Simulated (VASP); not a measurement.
# TaN (P6_3mc) in VASP: notebook, part 2 of 2

VASP 6.6.1. Earlier steps stand in the parts before.

## Step 4: Electric field gradients, PBE (equal xx and yy strain of +2 %)

The input, INCAR:

```
SYSTEM = TaN
ALGO = Normal ; EDIFF = 1E-8
ENCUT = 520 ; GGA = PE
ISIF = 2 ; ISMEAR = -1
LASPH = .TRUE. ; LCHARG = .FALSE.
LEFG = .TRUE. ; LREAL = .FALSE.
LWAVE = .FALSE. ; NBANDS = 24
NELM = 60 ; PREC = Accurate
SIGMA = 0.01
```

The input, KPOINTS:

```
k-points
0
G
  9 9 5
  0 0 0
```

The input, POSCAR:

```
TaN
1.0
    3.1110011123      0.0000000000      0.0000000000
   -1.5555005562      2.6942059945      0.0000000000
    0.0000000000      0.0000000000      4.9400000000
Ta N
2 2
Direct
    0.3333333333      0.6666666667      0.0000000000
    0.6666666667      0.3333333333      0.5000000000
    0.3333333333      0.6666666667      0.3850000000
    0.6666666667      0.3333333333      0.8850000000
```

Potentials or basis: VASP PAW PBE potentials, release 64 (Ta_pv, N).

The run is started by

```
$ cat potpaw_PBE.64/Ta_pv/POTCAR potpaw_PBE.64/N/POTCAR > POTCAR
$ mpirun -np 1 vasp_std > vasp.out
```

OUTCAR:

```text
SYSTEM = TaN
   EDIFF = 1E-8
   ENCUT = 520
   GGA = PE
   ISIF = 2
   ISMEAR = -1
   LASPH = .TRUE.
   LREAL = .FALSE.
   NELM = 60
   PREC = Accurate

 ion  position               nearest neighbor table
   1  0.333  0.667  0.000-   4 1.88   4 1.88   4 1.88   3 1.90   2 3.05   2 3.05   2 3.05   2 3.05
                             2 3.05   2 3.05
   2  0.667  0.333  0.500-   3 1.88   3 1.88   3 1.88   4 1.90   1 3.05   1 3.05   1 3.05   1 3.05
                             1 3.05   1 3.05
   3  0.333  0.667  0.385-   2 1.88   2 1.88   2 1.88   1 1.90
   4  0.667  0.333  0.885-   1 1.88   1 1.88   1 1.88   2 1.90

  LATTYP: Found a hexagonal cell.
 ALAT       =     3.1110011123
 C/A-ratio  =     1.5879132863

  Lattice vectors:

 A1 = (   3.1110011123,   0.0000000000,   0.0000000000)
 A2 = (  -1.5555005562,   2.6942059945,   0.0000000000)
 A3 = (   0.0000000000,   0.0000000000,   4.9400000000)

Analysis of symmetry for initial positions (statically):
=====================================================================
 Subroutine PRICEL returns:
 Original cell was already a primitive cell.

[... 854 lines left out ...]
      1.55550      0.89807      2.47000        -0.000000     -0.000000      1.203685
     -0.00000      1.79614      1.90190         0.000000     -0.000000     -1.203685
      1.55550      0.89807      4.37190         0.000000      0.000000     -1.203685
 -----------------------------------------------------------------------------------
    total drift:                               -0.000000      0.000000     -0.000126

  FREE ENERGIE OF THE ION-ELECTRON SYSTEM (eV)
  ---------------------------------------------------
  free  energy   TOTEN  =       -38.9830358519 eV

  energy  without entropy=      -38.9820406626  energy(sigma->0) =      -38.98253826

 Electric field gradients (V/A^2)
---------------------------------------------------------------------
 ion       V_xx      V_yy      V_zz      V_xy      V_xz      V_yz
---------------------------------------------------------------------
   1     -47.242   -47.242    94.484    -0.000    -0.000     0.000
   2     -47.242   -47.242    94.484    -0.000     0.000    -0.000
   3      -5.024    -5.024    10.048    -0.000     0.000    -0.000
   4      -5.024    -5.024    10.048    -0.000    -0.000     0.000
---------------------------------------------------------------------

 Electric field gradients after diagonalization (V/A^2)
 (convention: |V_zz| > |V_xx| > |V_yy|)
----------------------------------------------------------------------
 ion       V_xx      V_yy      V_zz     asymmetry (V_yy - V_xx)/ V_zz
----------------------------------------------------------------------
   1     -47.242   -47.241    94.484       0.000
   2     -47.242   -47.241    94.484       0.000
   3      -5.024    -5.024    10.048       0.000
   4      -5.024    -5.024    10.048       0.000
----------------------------------------------------------------------

           NMR quadrupolar parameters

 Cq : quadrupolar parameter    Cq=e*Q*V_zz/h
 eta: asymmetry parameters     (V_yy - V_xx)/ V_zz
 Q  : nuclear electric quadrupole moment in mb (millibarn)
----------------------------------------------------------------------
 ion       Cq(MHz)       eta       Q (mb)
----------------------------------------------------------------------
   1       0.228       0.000       1.000
   2       0.228       0.000       1.000
   3       0.024       0.000       1.000
   4       0.024       0.000       1.000
----------------------------------------------------------------------
```

OSZICAR:

```text
N       E                     dE             d eps       ncg     rms          rms(c)
DAV:   1     0.285392813286E+03    0.28539E+03   -0.17817E+04  1728   0.144E+03
DAV:   2    -0.320358228584E+02   -0.31743E+03   -0.30204E+03  2088   0.420E+02
DAV:   3    -0.460050570906E+02   -0.13969E+02   -0.13793E+02  2144   0.882E+01
DAV:   4    -0.461339012997E+02   -0.12884E+00   -0.12877E+00  1896   0.911E+00
DAV:   5    -0.461353042281E+02   -0.14029E-02   -0.14024E-02  2240   0.821E-01    0.556E+01
DAV:   6    -0.390871853500E+02    0.70481E+01   -0.25009E+01  2008   0.380E+01    0.233E+01
DAV:   7    -0.390217762695E+02    0.65409E-01   -0.93393E-01  1816   0.779E+00    0.131E+01
DAV:   8    -0.389879833273E+02    0.33793E-01   -0.57483E-02  2120   0.174E+00    0.162E+00
DAV:   9    -0.389829449788E+02    0.50383E-02   -0.12988E-02  2056   0.788E-01    0.151E-01
DAV:  10    -0.389830395789E+02   -0.94600E-04   -0.58556E-04  1992   0.192E-01    0.397E-02
DAV:  11    -0.389830364721E+02    0.31068E-05   -0.16688E-05  2160   0.284E-02    0.130E-02
DAV:  12    -0.389830360495E+02    0.42262E-06   -0.12926E-06  2024   0.105E-02    0.559E-03
DAV:  13    -0.389830358504E+02    0.19905E-06   -0.18038E-07  2016   0.334E-03    0.202E-03
DAV:  14    -0.389830358519E+02   -0.15152E-08   -0.13796E-08  1232   0.108E-03
   1 F= -.38983036E+02 E0= -.38982538E+02  d E =-.995189E-03
```

stdout:

```text
POSCAR found type information on POSCAR TaN
 POSCAR found :  2 types and       4 ions
 scaLAPACK will be used
 LDA part: xc-table for (Slater+PW92), standard interpolation
 POSCAR, INCAR and KPOINTS ok, starting setup
 FFT: planning ... GRIDC
 FFT: planning ... GRID_SOFT
 FFT: planning ... GRID
 WAVECAR not read
 entering main loop
ion   1

ion   2

ion   3

ion   4
```

It took 49 s on 1 thread of Intel Xeon 8259CL, shared host; peak memory 0.18 GiB.

Results:

```yaml
Free_energy: -38.9830 eV
Pressure: 111.9 GPa
Largest_force: 1.204 eV/Å
Band_gap_on_the_k_mesh: zero (band 16 reaches 9.86 eV, above the bottom of band 17 at 7.80 eV)
```

Forces in eV/Å, atoms in the order of the input:
```
Ta   0.000  0.000  1.204
Ta   0.000  0.000  1.204
N    0.000  0.000 -1.204
N    0.000  0.000 -1.204
```

Stress tensor (GPa, compression positive):
```
115.74   0.00   0.00
  0.00 115.74   0.00
  0.00   0.00 104.13
```

Electric field gradients, principal values (V/Å²):
```
atom    least   middle  greatest (by size)
1 Ta  -47.241  -47.242              94.484
2 Ta  -47.241  -47.242              94.484
 3 N   -5.024   -5.024              10.048
 4 N   -5.024   -5.024              10.048
```

Caveat: the cell differs from its parent crystal (equal xx and yy strain of +2 %); without QUAD_EFG the Cq values of the log hold for a quadrupole moment of 1 mb, not for the nuclei; spin-orbit coupling is left out, which moves the levels of the heavy elements; forces of over 1 eV/Å act on the atoms, so gaps and moduli don't describe the material at rest.

## Step 5: Overview

```csv
cell,gap on the mesh (eV),pressure (GPa),largest force (eV/Å)
"a = 3.050, b = 3.050, c = 5.088 Å, angles 90.0, 90.0, 120.0°, 4 atoms",none,121.5,3.67
"a = 3.020, b = 3.020, c = 4.940 Å, angles 90.0, 90.0, 120.0°, 4 atoms",none,156.4,2.98
"a = 3.111, b = 3.111, c = 4.940 Å, angles 90.0, 90.0, 120.0°, 4 atoms",none,111.9,1.20
```

Alike in all rows: task electric field gradients; level PBE; potentials or basis VASP PAW PBE potentials, release 64 (Ta_pv, N); no spin polarisation; k mesh 9 × 9 × 5; cutoff (eV) 520; smearing fermi-dirac 0.01 eV.

Caveats: spin-orbit coupling is left out, which moves the levels of the heavy elements; forces of over 1 eV/Å act on the atoms, so gaps and moduli don't describe the material at rest.

Absolute energies hang on the potentials; compare differences alone.
